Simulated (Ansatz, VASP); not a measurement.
One calculation of Se, two programs

```
Se
1.0
     3.87605    0.00000    0.00000
    -1.93802    3.35676    0.00000
     0.00000    0.00000    5.14957
Se
3
Direct
  0.26240 0.00000 0.16667
  0.00000 0.26240 0.83333
  0.73760 0.73760 0.50000
```

Alike in both runs: task single point; functional PBE; dispersion D3(BJ); k mesh 12 × 12 × 8; occupations gaussian, width 0.02 eV; no spin polarisation.

|  | VASP | Ansatz |
| --- | --- | --- |
| version | VASP 6.6.1 | Ansatz 0.2.0 |
| potentials or method | VASP PAW PBE potentials, release 64 (Se), cutoff 520 eV | scalar-relativistic, plane waves, PAW |
| valence electrons in the cell | 18 | 48 |

VASP gave:

```
gap on the k mesh at the Fermi level (eV)                     : 0.22
least direct gap on the mesh (eV)                             : 0.22
pressure (GPa)                                                : 3.1
traceless stress, the component that is largest in VASP (GPa) : 0.06
rms of the force components (eV/Å)                            : 0.010
```

**Question.** Estimate Ansatz's values.

**Answer.** gap on the k mesh at the Fermi level (eV): 0.23; least direct gap on the mesh (eV): 0.23; pressure (GPa): 3.0; traceless stress, the component that is largest in VASP (GPa): 0.01; rms of the force components (eV/Å): 0.001.

Atom by atom the forces differ by 0.011 eV/Å (rms over components). VASP's potentials hold 18 valence electrons a cell and Ansatz's 48, so a difference there can come from the potentials and not from the codes.
